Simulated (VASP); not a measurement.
# Sc2BF2 (P3m1) in VASP: notebook

Runs on Sc2BF2. Level: PBE. Tasks: single point, relaxation of cell and atoms.

Program: VASP 6.6.1. These are calculated values, not measurements. Logs are shortened: lines on timing, memory, paths and dates and some standing lists are left out, and cuts for length are marked.

## (1) The cell of the first run

Symmetry: P3m1, No. 156, trigonal system. Conventional cell: a = 3.031 Å, b = 3.031 Å, c = 7.548 Å, α = 90.00°, β = 90.00°, γ = 120.00°. Within 2.6 Å of Sc (site symmetry 3m) lie 4 F at 1.98 to 2.15 Å. Within 2.8 Å of Sc (site symmetry 3m) lie 3 F at 2.15 Å and 3 B at 2.50 Å. Within 1.7 Å of B (site symmetry 3m) lie 1 F at 1.29 Å. F (site symmetry 3m) has 1 B at 1.29 Å within 1.7 Å. Within 2.8 Å of F (site symmetry 3m) lie 6 Sc at 2.15 Å.

## (2) Single point, PBE

INCAR reads:

```
SYSTEM = Sc2BF2
PREC = Accurate
ENCUT = 520
EDIFF = 1E-6
ISMEAR = 0
SIGMA = 0.1
LREAL = .FALSE.
LASPH = .TRUE.
NELM = 80
ALGO = Normal
ISIF = 2
LWAVE = .FALSE.
LCHARG = .FALSE.
GGA = PE
NBANDS = 28
```

KPOINTS reads:

```
regular mesh
0
G
  6 6 2
  0 0 0
```

POSCAR reads:

```
Sc2BF2
1.0
    3.0315000000      0.0000000000      0.0000000000
   -1.5157500000      2.6253560100      0.0000000000
    0.0000000000      0.0000000000      7.5484584100
Sc B F
2 1 2
Direct
    0.0000000000      0.0000000000      0.4326711300
    0.3333333300      0.6666666700      0.7635113900
    0.0000000000      0.0000000000      0.0000000000
    0.0000000000      0.0000000000      0.1706308700
    0.6666666700      0.3333333300      0.5980912600
```

Potentials or basis: VASP PAW PBE potentials, release 64 (Sc_sv, B, F).

On the command line:

```sh
> cat potpaw_PBE.64/Sc_sv/POTCAR potpaw_PBE.64/B/POTCAR potpaw_PBE.64/F/POTCAR > POTCAR
> mpirun -np 1 vasp_std > vasp.out
```

OUTCAR:

```text
SYSTEM = Sc2BF2
   PREC = Accurate
   ENCUT = 520
   EDIFF = 1E-6
   ISMEAR = 0
   LREAL = .FALSE.
   LASPH = .TRUE.
   NELM = 80
   ISIF = 2
   GGA = PE

 ion  position               nearest neighbor table
   1  0.000  0.000  0.433-   4 1.98   5 2.15   5 2.15   5 2.15   2 3.05   2 3.05   2 3.05
   2  0.333  0.667  0.764-   5 2.15   5 2.15   5 2.15   3 2.50   3 2.50   3 2.50   1 3.05   1 3.05
                             1 3.05
   3  0.000  0.000  0.000-   4 1.29   2 2.50   2 2.50   2 2.50
   4  0.000  0.000  0.171-   3 1.29   1 1.98
   5  0.667  0.333  0.598-   2 2.15   1 2.15   2 2.15   1 2.15   1 2.15   2 2.15

  LATTYP: Found a hexagonal cell.
 ALAT       =     3.0315000000
 C/A-ratio  =     2.4900077222

  Lattice vectors:

 A1 = (   3.0315000000,   0.0000000000,   0.0000000000)
 A2 = (  -1.5157500000,   2.6253560100,   0.0000000000)
 A3 = (   0.0000000000,   0.0000000000,   7.5484584100)

Analysis of symmetry for initial positions (statically):
=====================================================================
 Subroutine PRICEL returns:
 Original cell was already a primitive cell.

 Routine SETGRP: Setting up the symmetry group for a
 hexagonal supercell.

 Subroutine GETGRP returns: Found  6 space group operations
 (whereof  6 operations were pure point group operations)
 out of a pool of 24 trial point group operations.

The static configuration has the point symmetry C_3v.

Analysis of symmetry for dynamics (positions and initial velocities):
=====================================================================
 Subroutine PRICEL returns:
 Original cell was already a primitive cell.

 Routine SETGRP: Setting up the symmetry group for a
 hexagonal supercell.

 Subroutine GETGRP returns: Found  6 space group operations
 (whereof  6 operations were pure point group operations)
 out of a pool of 24 trial point group operations.

The dynamic configuration has the point symmetry C_3v.

 Subroutine INISYM returns: Found  6 space group operations
 (whereof  6 operations are pure point group operations),
 and found     1 'primitive' translations

----------------------------------------------------------------------------------------

                                     Primitive cell

  volume of cell :      60.0764

[... 81 lines left out ...]
   ENCUT  =  520.0 eV  38.22 Ry    6.18 a.u.   5.64  5.64 14.04*2*pi/ulx,y,z
   NELM   =     80;   NELMIN=  2; NELMDL= -5     # of ELM steps
   EDIFF  = 0.1E-05   stopping-criterion for ELM
   LREAL  =      F    real-space projection
   EDIFFG = 0.1E-04   stopping-criterion for IOM
   NSW    =      0    number of steps for IOM
   IBRION =     -1    ionic relax: 0-MD 1-quasi-New 2-CG
   NFREE  =      0    steps in history (QN), initial steepest desc. (CG)
   ISIF   =      2    stress and relaxation
   ISYM   =      2    0-nonsym 1-usesym 2-fastsym
   POTIM  = 0.5000    time-step for ionic-motion
   TEBEG  =    0.0;   TEEND  =   0.0 temperature during run
   PSTRESS=    0.0 pullay stress
   NELECT =      39.0000    total number of electrons
   NUPDOWN=      -1.0000    fix difference up-down
   EMIN   =  10.00;   EMAX   =-10.00  energy-range for DOS
   EFERMI =   0.00;   METHOD = LEGACY
   ISMEAR =     0;   SIGMA  =   0.10  broadening in eV -4-tet -1-fermi 0-gaus
   EFERMI_NEDOS =   21; number of points for ismear=-14 and -15
   IALGO  =     38    algorithm
   IMIX   =      4    mixing-type and parameters
     AMIX     =   0.40;   BMIX     =  1.00
     AMIX_MAG =   1.60;   BMIX_MAG =  1.00
  volume/ion in A,a.u.               =      12.02        81.08
  Fermi-wavevector in a.u.,A,eV,Ry     =   1.417517  2.678719 27.338937  2.009355
  Thomas-Fermi vector in A             =   2.538739
   LORBIT       =      0    0 simple, 1 ext, 2 COOP (PROOUT), +10 PAW based schemes
   GGA     = PE    functional components
   LHFCALC =     F    Hartree Fock is set to
   AEXX    =    0.0000 exact exchange contribution
   IVDW    =     0    specifies the selected vdW correction
   LEPSILON=     F    determine dielectric tensor
   LRPA    =     F    only Hartree local field effects (RPA)
 non-spin polarized calculation
 Gauss-broadening in eV      SIGMA  =   0.10
  energy-cutoff  :      520.00
  volume of cell :       60.08
 maximum number of plane-waves:      1629
 NGX is ok and might be reduce to    24
   NGX = 11   NGY = 11   NGZ = 29

 number of electron      38.9999989 magnetization

 Free energy of the ion-electron system (eV)
  ---------------------------------------------------
  ext. energy  EPLUGINS =         0.00000000
  ---------------------------------------------------
  free energy    TOTEN  =       -27.48979454 eV

  energy without entropy =      -27.46511231  energy(sigma->0) =      -27.47745342

 E-fermi :   6.5174     XC(G=0): -11.0582

 val. band max:        6.4737572255   @ k =   0.5000  -0.0000   0.5000
 cond. band min:       6.5347840990   @ k =   0.3333   0.0000   0.0000
 fundamental gap:      0.0610268736
 Fermi energy:         6.5174328197

 k-point     1 :       0.0000    0.0000    0.0000
  band No.  band energies     occupation
      1     -43.3773      2.00000
      2     -42.8536      2.00000
      3     -24.3474      2.00000
      4     -23.3413      2.00000
      5     -21.6575      2.00000
      6     -21.6575      2.00000
[... 423 lines left out ...]
     27      10.5883      0.00000
     28      10.8893      0.00000

------------------------ aborting loop because EDIFF is reached ----------------------------------------

  FORCE on cell =-STRESS in cart. coord.  units (eV):
  Direction    XX          YY          ZZ          XY          YZ          ZX
  --------------------------------------------------------------------------------------
  -------------------------------------------------------------------------------------
  Total        6.8959871      6.8959871     15.4802973     -0.0000000     -0.0000000     -0.0000000
  in kB      183.9089976    183.9089974    412.8438658     -0.0000000     -0.0000000     -0.0000000
  external PRESSURE =     260.2206203 kB  Pullay stress =       0.0000000 kB

 VOLUME and BASIS-vectors are now :
 -----------------------------------------------------------------------------
  energy-cutoff  :      520.00
  volume of cell :       60.08
      direct lattice vectors                 reciprocal lattice vectors
     3.031500000  0.000000000  0.000000000     0.329869701  0.190450361  0.000000000
    -1.515750000  2.625356010  0.000000000     0.000000000  0.380900722  0.000000000
     0.000000000  0.000000000  7.548458410     0.000000000  0.000000000  0.132477381

 POSITION                                       TOTAL-FORCE (eV/Angst)
 -----------------------------------------------------------------------------------
      0.00000      0.00000      3.26600        -0.000000     -0.000000     -1.153764
     -0.00000      1.75024      5.76333         0.000000     -0.000000      2.873757
      0.00000      0.00000      0.00000         0.000000     -0.000000     -5.111938
      0.00000      0.00000      1.28800         0.000000     -0.000000      2.462588
      1.51575      0.87512      4.51467        -0.000000      0.000000      0.929357
 -----------------------------------------------------------------------------------
    total drift:                               -0.000011      0.000007      0.002144

  FREE ENERGIE OF THE ION-ELECTRON SYSTEM (eV)
  ---------------------------------------------------
  free  energy   TOTEN  =       -27.4897945423 eV

  energy  without entropy=      -27.4651123058  energy(sigma->0) =      -27.47745342
```

stdout:

```text
POSCAR found type information on POSCAR ScB F
 POSCAR found :  3 types and       5 ions
 scaLAPACK will be used
 LDA part: xc-table for (Slater+PW92), standard interpolation
 POSCAR, INCAR and KPOINTS ok, starting setup
 FFT: planning ... GRIDC
 FFT: planning ... GRID_SOFT
 FFT: planning ... GRID
 WAVECAR not read
 entering main loop
```

Wall time 12 s (1 thread of Intel Xeon 6975P-C (Granite Rapids), shared host); peak memory 0.18 GiB.

Results:

```yaml
Free_energy: -27.4898 eV
Pressure: 26.0 GPa
Largest_force: 5.112 eV/Å
Band_gap_on_the_k_mesh: zero (an odd number of electrons rules out a gap without spin polarisation)
```

Forces in eV/Å, atoms in the order of the input:
```
Sc   0.000  0.000 -1.154
Sc   0.000  0.000  2.874
B    0.000  0.000 -5.112
F    0.000  0.000  2.463
F    0.000  0.000  0.929
```

Caveat: the k points lie up to 0.42 Å⁻¹ apart, too coarse for converged energies and pressures of a metal; an odd number of electrons without spin polarisation forces a metal; a magnetic or distorted state may lie lower.

[end of part 1 of 3]

The gap in the log of VASP goes by the Fermi energy; the results here count the filled bands.